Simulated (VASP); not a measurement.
# Rb (Fm-3m) in VASP: a series of runs, part 2 of 3

VASP 6.6.1. Earlier steps stand in the parts before.

## 3. Single point, PBE+D3(BJ)

This run uses another cell than the first one, of 86.23 Å³/atom, 1.136 times its volume.

INCAR

```
PREC = Accurate
ENCUT = 520
EDIFF = 1E-7
ISMEAR = 0
SIGMA = 0.15
LREAL = F
LASPH = T
NELM = 80
ALGO = Fast
ISIF = 2
LWAVE = F
LCHARG = F
GGA = PE
IVDW = 12
NBANDS = 10
```

KPOINTS

```
regular mesh
0
Gamma
  8 8 8
```

POSCAR

```
Rb
1.0
    0.0000000000      3.5065327232      3.5065327232
    3.5065327232      0.0000000000      3.5065327232
    3.5065327232      3.5065327232      0.0000000000
Rb
1
Direct
    0.0000000000      0.0000000000      0.0000000000
```

Potentials or basis: VASP PAW PBE potentials, release 64 (Rb_sv).

On the command line:

```console
cat potpaw_PBE.64/Rb_sv/POTCAR > POTCAR
mpirun -np 1 vasp_std > vasp.out
```

OUTCAR:

```text
PREC = Accurate
   ENCUT = 520
   EDIFF = 1E-7
   ISMEAR = 0
   LREAL = F
   LASPH = T
   NELM = 80
   ISIF = 2
   GGA = PE
   IVDW = 12
 IVDW          = 12

 ion  position               nearest neighbor table
   1  0.000  0.000  0.000-

  LATTYP: Found a face centered cubic cell.
 ALAT       =     7.0130654464

  Lattice vectors:

 A1 = (   0.0000000000,   3.5065327232,   3.5065327232)
 A2 = (   3.5065327232,   0.0000000000,   3.5065327232)
 A3 = (   3.5065327232,   3.5065327232,   0.0000000000)

Analysis of symmetry for initial positions (statically):
=====================================================================
 Subroutine PRICEL returns:
 Original cell was already a primitive cell.

 Routine SETGRP: Setting up the symmetry group for a
 face centered cubic supercell.

 Subroutine GETGRP returns: Found 48 space group operations
[... 9 lines left out ...]

 Routine SETGRP: Setting up the symmetry group for a
 face centered cubic supercell.

 Subroutine GETGRP returns: Found 48 space group operations
[... 11 lines left out ...]
                                     Primitive cell

  volume of cell :      86.2311

  direct lattice vectors                    reciprocal lattice vectors
     0.000000000  3.506532723  3.506532723    -0.142590998  0.142590998  0.142590998
     3.506532723  0.000000000  3.506532723     0.142590998 -0.142590998  0.142590998
     3.506532723  3.506532723  0.000000000     0.142590998  0.142590998 -0.142590998

  length of vectors
     4.958986134  4.958986134  4.958986134     0.246974853  0.246974853  0.246974853

  position of ions in fractional coordinates (direct lattice)
     0.000000000  0.000000000  0.000000000

  ion indices of the primitive-cell ions
   primitive index   ion index
                 1           1

----------------------------------------------------------------------------------------

 KPOINTS: regular mesh

Automatic generation of k-mesh.
 Grid dimensions read from file:
 generate k-points for:    8    8    8

 Generating k-lattice:

  Cartesian coordinates                     Fractional coordinates (reciprocal lattice)
    -0.017823875  0.017823875  0.017823875     0.125000000  0.000000000  0.000000000
     0.017823875 -0.017823875  0.017823875     0.000000000  0.125000000  0.000000000
     0.017823875  0.017823875 -0.017823875     0.000000000  0.000000000  0.125000000

  Length of vectors
     0.030871857  0.030871857  0.030871857

  Shift w.r.t. Gamma in fractional coordinates (k-lattice)
     0.000000000  0.000000000  0.000000000

 Subroutine IBZKPT returns following result:
 ===========================================

 Found     29 irreducible k-points:

 Following reciprocal coordinates:
            Coordinates               Weight
  0.000000  0.000000  0.000000      1.000000
  0.125000  0.000000  0.000000      8.000000
  0.250000  0.000000  0.000000      8.000000
  0.375000  0.000000  0.000000      8.000000
  0.500000  0.000000  0.000000      4.000000
  0.125000  0.125000  0.000000      6.000000
[... 16 lines left out ...]
  0.500000  0.250000  0.125000     48.000000
 -0.375000  0.250000  0.125000     24.000000
 [... further k-points ...]
   k-points           NKPTS =     29   k-points in BZ     NKDIM =     29   number of bands    NBANDS=     10
   number of dos      NEDOS =    301   number of ions     NIONS =      1
   total plane-waves  NPLWV =  64000
   dimension x,y,z NGX =    40 NGY =   40 NGZ =   40
   dimension x,y,z NGXF=    80 NGYF=   80 NGZF=   80
   ions per type =               1
   NGX,Y,Z   is equivalent  to a cutoff of  13.41, 13.41, 13.41 a.u.
   NGXF,Y,Z  is equivalent  to a cutoff of  26.82, 26.82, 26.82 a.u.
 SYSTEM =  unknown system
   PREC   = accura    normal or accurate (medium, high low for compatibility)
   ISTART =      0    job   : 0-new  1-cont  2-samecut
   ICHARG =      2    charge: 1-file 2-atom 10-const
   ISPIN  =      1    spin polarized calculation?
   LNONCOLLINEAR =      F non collinear calculations
   LSORBIT =      F    spin-orbit coupling
   LASPH  =      T    aspherical Exc in radial PAW
   ENCUT  =  520.0 eV  38.22 Ry    6.18 a.u.   9.22  9.22  9.22*2*pi/ulx,y,z
   NELM   =     80;   NELMIN=  2; NELMDL= -5     # of ELM steps
   EDIFF  = 0.1E-06   stopping-criterion for ELM
   LREAL  =      F    real-space projection
   EDIFFG = 0.1E-05   stopping-criterion for IOM
   NSW    =      0    number of steps for IOM
   IBRION =     -1    ionic relax: 0-MD 1-quasi-New 2-CG
   NFREE  =      0    steps in history (QN), initial steepest desc. (CG)
   ISIF   =      2    stress and relaxation
   ISYM   =      2    0-nonsym 1-usesym 2-fastsym
   POTIM  = 0.5000    time-step for ionic-motion
   TEBEG  =    0.0;   TEEND  =   0.0 temperature during run
   PSTRESS=    0.0 pullay stress
   NELECT =       9.0000    total number of electrons
   NUPDOWN=      -1.0000    fix difference up-down
   EMIN   =  10.00;   EMAX   =-10.00  energy-range for DOS
   EFERMI =   0.00;   METHOD = LEGACY
   ISMEAR =     0;   SIGMA  =   0.15  broadening in eV -4-tet -1-fermi 0-gaus
   EFERMI_NEDOS =   21; number of points for ismear=-14 and -15
   IALGO  =     68    algorithm
   IMIX   =      4    mixing-type and parameters
     AMIX     =   0.40;   BMIX     =  1.00
     AMIX_MAG =   1.60;   BMIX_MAG =  1.00
  volume/ion in A,a.u.               =      86.23       581.92
  Fermi-wavevector in a.u.,A,eV,Ry     =   0.770787  1.456576  8.083395  0.594113
  Thomas-Fermi vector in A             =   1.872066
   LORBIT       =      0    0 simple, 1 ext, 2 COOP (PROOUT), +10 PAW based schemes
   GGA     = PE    functional components
   LHFCALC =     F    Hartree Fock is set to
   AEXX    =    0.0000 exact exchange contribution
   IVDW    =    12    specifies the selected vdW correction
   LEPSILON=     F    determine dielectric tensor
   LRPA    =     F    only Hartree local field effects (RPA)
 non-spin polarized calculation
 RMM-DIIS sequential band-by-band and
 Gauss-broadening in eV      SIGMA  =   0.15
  energy-cutoff  :      520.00
  volume of cell :       86.23
 maximum number of plane-waves:      2346
 NGX is ok and might be reduce to    40
   NGX = 19   NGY = 19   NGZ = 19

 number of electron       9.0000000 magnetization

 Free energy of the ion-electron system (eV)
  ---------------------------------------------------
  ext. energy  EPLUGINS =         0.00000000
  ---------------------------------------------------
  free energy    TOTEN  =        -0.93656118 eV

  energy without entropy =       -0.92543503  energy(sigma->0) =       -0.93099810

 E-fermi :   0.1058     XC(G=0):  -5.5969

 val. band max:       -0.0059692677   @ k =  -0.3750   0.1250   0.0000
 cond. band min:       0.1922438655   @ k =   0.5000   0.3750   0.1250
 fundamental gap:      0.1982131332
 Fermi energy:         0.1057713757

 k-point     1 :       0.0000    0.0000    0.0000
  band No.  band energies     occupation
      1     -28.7349      2.00000
      2     -12.7727      2.00000
      3     -12.7727      2.00000
      4     -12.7727      2.00000
      5      -1.9089      2.00000
      6       3.7759      0.00000
      7       3.7759      0.00000
      8       3.7759      0.00000
      9       5.1638      0.00000
     10       5.1638      0.00000

 k-point     2 :       0.1250    0.0000    0.0000
  band No.  band energies     occupation
      1     -28.7342      2.00000
      2     -12.7898      2.00000
      3     -12.7750      2.00000
      4     -12.7750      2.00000
      5      -1.7267      2.00000
      6       3.3171      0.00000
      7       3.8476      0.00000
      8       3.8476      0.00000
      9       4.9805      0.00000
     10       4.9805      0.00000
[... 274 lines left out ...]
 k-point    24 :      -0.3750    0.2500    0.1250
  band No.  band energies     occupation
      1     -28.7292      2.00000
      2     -12.8709      2.00000
      3     -12.8178      2.00000
      4     -12.7977      2.00000
      5       0.7711      0.00000
      6       0.9576      0.00000
      7       2.5665      0.00000
      8       3.6972      0.00000
      9       4.9027      0.00000
     10       5.9229      0.00000

 [... further k-points ...]

------------------------ aborting loop because EDIFF is reached ----------------------------------------

 Edisp (eV)   -0.10679

 E8    (eV) :    -0.0611

  FORCE on cell =-STRESS in cart. coord.  units (eV):
  Direction    XX          YY          ZZ          XY          YZ          ZX
  --------------------------------------------------------------------------------------
  -------------------------------------------------------------------------------------
  Total      -0.00259    -0.00259    -0.00259     0.00000     0.00000     0.00000
  in kB      -0.04804    -0.04804    -0.04804     0.00000     0.00000     0.00000
  external pressure =       -0.05 kB  Pullay stress =        0.00 kB

 VOLUME and BASIS-vectors are now :
 -----------------------------------------------------------------------------
  energy-cutoff  :      520.00
  volume of cell :       86.23
      direct lattice vectors                 reciprocal lattice vectors
     0.000000000  3.506532723  3.506532723    -0.142590998  0.142590998  0.142590998
     3.506532723  0.000000000  3.506532723     0.142590998 -0.142590998  0.142590998
     3.506532723  3.506532723  0.000000000     0.142590998  0.142590998 -0.142590998

 POSITION                                       TOTAL-FORCE (eV/Angst)
 -----------------------------------------------------------------------------------
      0.00000      0.00000      0.00000         0.000000      0.000000      0.000000
 -----------------------------------------------------------------------------------
    total drift:                               -0.000000     -0.000000     -0.000000

  FREE ENERGIE OF THE ION-ELECTRON SYSTEM (eV)
  ---------------------------------------------------
  free  energy   TOTEN  =        -1.0433462064 eV

  energy  without entropy=       -1.0322200590  energy(sigma->0) =       -1.03778313
```

OSZICAR:

```text
N       E                     dE             d eps       ncg     rms          rms(c)
DAV:   1     0.406589090609E+02    0.40659E+02   -0.33696E+03   580   0.663E+02
DAV:   2     0.151875148735E+01   -0.39140E+02   -0.38079E+02   624   0.125E+02
DAV:   3    -0.859744465070E+00   -0.23785E+01   -0.23751E+01   778   0.312E+01
DAV:   4    -0.934552429879E+00   -0.74808E-01   -0.74735E-01   840   0.504E+00
DAV:   5    -0.935537855378E+00   -0.98543E-03   -0.98523E-03   794   0.469E-01    0.133E+00
RMM:   6    -0.935745781867E+00   -0.20793E-03   -0.13401E-03   635   0.226E-01    0.813E-01
RMM:   7    -0.936468228964E+00   -0.72245E-03   -0.33142E-03   673   0.345E-01    0.480E-02
RMM:   8    -0.936557000498E+00   -0.88772E-04   -0.17093E-04   765   0.892E-02    0.752E-03
RMM:   9    -0.936559812350E+00   -0.28119E-05   -0.35889E-05   936   0.313E-02    0.537E-03
RMM:  10    -0.936560830190E+00   -0.10178E-05   -0.63557E-06   975   0.134E-02    0.333E-03
RMM:  11    -0.936560972715E+00   -0.14253E-06   -0.23330E-06   982   0.660E-03    0.104E-03
RMM:  12    -0.936561135450E+00   -0.16273E-06   -0.56173E-07   842   0.346E-03    0.239E-04
RMM:  13    -0.936561175031E+00   -0.39581E-07   -0.27530E-07   741   0.210E-03
   1 F= -.10433462E+01 E0= -.10377831E+01  d E =-.111261E-01
```

It took 42 s on 1 thread of Intel Xeon Platinum 8259CL at 2.50GHz (Skylake/Cascade Lake), shared host; peak memory 0.24 GiB.

What came out:

| Property | Result |
| --- | --- |
| Free energy | -1.0433 eV |
| Pressure | 0.0 GPa |
| Dispersion energy per atom | -0.107 eV |

Levels at points of the mesh, in eV from the Fermi level:
| k point | band 2 | band 3 | band 4 | band 5 | band 6 | band 7 | band 8 | band 9 |
| --- | --- | --- | --- | --- | --- | --- | --- | --- |
| (0.00, 0.00, 0.00) | -12.88 | -12.88 | -12.88 | -2.01 | 3.67 | 3.67 | 3.67 | 5.06 |
| (0.50, 0.00, 0.00) | -12.99 | -12.89 | -12.89 | 0.16 | 0.72 | 3.45 | 3.45 | 5.87 |
| (0.50, 0.50, 0.00) | -12.99 | -12.92 | -12.92 | 0.63 | 1.51 | 1.83 | 4.69 | 4.69 |

Caveat: pairwise dispersion overbinds metals, which lowers pressure and volume.

(Continued in part 3 of 3.)
